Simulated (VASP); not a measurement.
**InSb3: single point with LDA**

Crystal: InSb3.

```
In Sb
1.0
     0.00000    3.79455    3.79455
     3.79455    0.00000    3.79455
     3.79455    3.79455    0.00000
In Sb
1 3
Cartesian
  0.0000 0.0000 0.0000
  1.8973 1.8973 1.8973
  5.6918 5.6918 5.6918
  3.7946 3.7946 3.7946
```

```
Program                : VASP 6.6.1
Task                   : single point
Functional             : LDA
Potentials or basis    : VASP PAW LDA potentials, release 64 (In_d, Sb)
Cutoff                 : 500 eV
k mesh                 : 4 × 4 × 4
Occupations            : fermi-dirac, width 0.02 eV
Spin                   : no spin polarisation
Dipole correction      : no
Further INCAR settings : ALGO = Normal; EDIFF = 1e-06; NBANDS = 22
```

```json
{
 "Pressure": "-5.4 GPa",
 "Band gap on the k mesh": "zero (bands 14 and 15 overlap by 3.50 eV)"
}
```

Levels at points of the mesh, in eV from the Fermi level:
```tsv
k point	band 11	band 12	band 13	band 14	band 15	band 16	band 17	band 18
(0.00, 0.00, 0.00)	-2.43	-2.43	-2.35	-2.35	-2.35	-0.67	-0.67	-0.67
(0.50, 0.00, 0.00)	-3.38	-2.56	-2.56	-0.27	-0.14	1.93	1.93	3.07
(0.50, 0.50, 0.00)	-5.01	0.31	0.90	0.90	1.19	1.69	1.80	1.80
```

Wall time 26 s on 1 thread of Intel Xeon 8259CL (shared host), peak memory 0.19 GiB.

Caveat: the cell stands under tension; spin-orbit coupling is left out, which moves the levels of the heavy elements.
